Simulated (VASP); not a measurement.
The system is K.

```
K
1.0
    -2.69756    2.69756    2.69756
     2.69756   -2.69756    2.69756
     2.69756    2.69756   -2.69756
K
1
Direct
  0.00000 0.00000 0.00000
```

```yaml
Program: VASP 6.6.1
Task: relaxation of cell and atoms
Functional: PBE
Dispersion: D4
Potentials_or_basis: VASP PAW PBE potentials, release 64 (K_sv)
Cutoff: 500 eV
k_mesh: 7 × 7 × 7
Occupations: fermi-dirac, width 0.1 eV
Spin: no spin polarisation
```

At the start: pressure -0.3 GPa; volume 78.52 Å³/atom.

Q: Where does the relaxation end?

A: Over 4 steps the energy falls by 9.4 meV/atom and the volume is 70.42 Å³/atom (-10.3 %); space group Im-3m (No. 229, to 0.1 Å) before and after.

The path:
```csv
step,energy change (eV),largest force (eV/Å),pressure (GPa),volume (Å³)
1,0.0000,0.0000,-0.35,78.52
2,-0.0038,0.0000,-0.28,76.60
3,-0.0090,0.0000,-0.09,72.17
4,-0.0094,0.0000,0.01,70.42
```

Final structure:
```xyz
1
Lattice="-2.6014 2.6014 2.6014 2.6014 -2.6014 2.6014 2.6014 2.6014 -2.6014" Properties=species:S:1:pos:R:3 pbc="T T T"
K    -2.6014    2.6014    2.6014
```
